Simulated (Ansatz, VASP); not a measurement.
**Ba in VASP and in Ansatz**

```
CELL_PARAMETERS angstrom
-2.62500 2.62500 2.56250
2.62500 -2.62500 2.56250
2.62500 2.62500 -2.56250
ATOMIC_POSITIONS crystal
Ba 0.00000 0.00000 0.00000
```

Change from the starting cell: strain +0.050 along x and y, +0.025 along z, atoms carried along.

Alike in both runs: task single point; functional PBEsol; k mesh 14 × 14 × 14; occupations gaussian, width 0.15 eV; no spin polarisation.

|  | VASP | Ansatz |
| --- | --- | --- |
| version | VASP 6.6.1 | Ansatz 0.2.0 |
| potentials or method | VASP PAW PBE potentials, release 64 (Ba_sv), cutoff 520 eV | scalar-relativistic, plane waves, PAW |
| valence electrons in the cell | 10 | 10 |

|  | VASP | Ansatz | Ansatz less VASP |
| --- | --- | --- | --- |
| gap on the k mesh at the Fermi level (eV) | none | none | - |
| pressure (GPa) | -1.3 | -1.4 | -0.03 |
| traceless stress, the component that is largest in VASP (GPa) | 0.05 | 0.05 | -0.001 |

VASP's potentials were made for PBE, not for PBEsol. A gap of «none» marks a metal or a gap that the smearing closes.

Spin-orbit coupling is off throughout.
